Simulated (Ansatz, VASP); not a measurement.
## PbS in VASP and in Ansatz

File POSCAR:

```
PbS
1.0
    4.1435156701      0.0000000000      0.0000000000
   -2.0717578350      3.5883898313      0.0000000000
    0.0000000000      0.0000000000      3.8380170193
Pb S
1 1
Direct
    0.0000000000      0.0000000000      0.0000000000
    0.6666666667      0.3333333333      0.5000000000
```

Contents of INCAR.step1:

```
SYSTEM = PbS
ALGO = Normal
EDIFF = 1E-5
ENCUT = 520
GGA = PE
ISIF = 2
ISMEAR = -1
LASPH = .TRUE.
LCHARG = .FALSE.
LREAL = .FALSE.
LWAVE = .TRUE.
NBANDS = 17
NELM = 80
PREC = Accurate
SIGMA = 0.05
```

The input INCAR.step2:

```
SYSTEM = PbS
ALGO = Normal
EDIFF = 1E-7
ENCUT = 520
GGA = PE
HFSCREEN = 0.2079
ISIF = 2
ISMEAR = -1
ISTART = 1
LASPH = .TRUE.
LCHARG = .FALSE.
LHFCALC = .TRUE.
LREAL = .FALSE.
LWAVE = .FALSE.
NBANDS = 17
NELM = 80
PREC = Accurate
PRECFOCK = Normal
SIGMA = 0.05
```

KPOINTS

```
k-points
0
G
  4 4 4
  0 0 0
```

File input:

```
crystal:
  lattice:
    - [4.1435156701, 0.0, 0.0]
    - [-2.071757835, 3.5883898313, 0.0]
    - [0.0, 0.0, 3.8380170193]
  atoms:
    - { symbol: Pb, position: [0.0, 0.0, 0.0] }
    - { symbol: S, position: [0.6666666667, 0.3333333333, 0.5] }
hamiltonian:
  xc: hse06
  pseudopotentials: { kind: paw }
kpoints:
  mp_grid: { grid: [4, 4, 4] }
scf:
  occupations: { method: fermi_dirac, width: 0.05 }
output:
  forces: true
  stress: true
  eigenvalues: true
  write_density: true
  write_potential: true
  elf: true
  volumetric_format: npy
```

Alike in both runs: task single point; functional HSE06; k mesh 4 × 4 × 4; occupations fermi-dirac, width 0.05 eV; no spin polarisation.

```csv
,VASP,Ansatz
version,VASP 6.6.1,Ansatz 0.2.0
potentials or method,"VASP PAW PBE potentials, release 64 (Pb_d, S)",Ansatz PAW
plane-wave cutoff (eV),520,420
valence electrons in the cell,20,20
```

|  | VASP | Ansatz | Ansatz less VASP |
| --- | --- | --- | --- |
| gap on the k mesh at the Fermi level (eV) | 0.84 | 0.84 | -0.001 |
| least direct gap on the mesh (eV) | 1.40 | 1.40 | -0.006 |
| pressure (GPa) | -3.0 | -2.9 | +0.07 |
| traceless stress, the component that is largest in VASP (GPa) | -0.31 | -0.30 | +0.009 |

The functional is the same, so the differences come from potentials, cutoffs and numerics.

The k mesh is coarse, so the values compare programs but aren't converged. Spin-orbit coupling is off throughout.
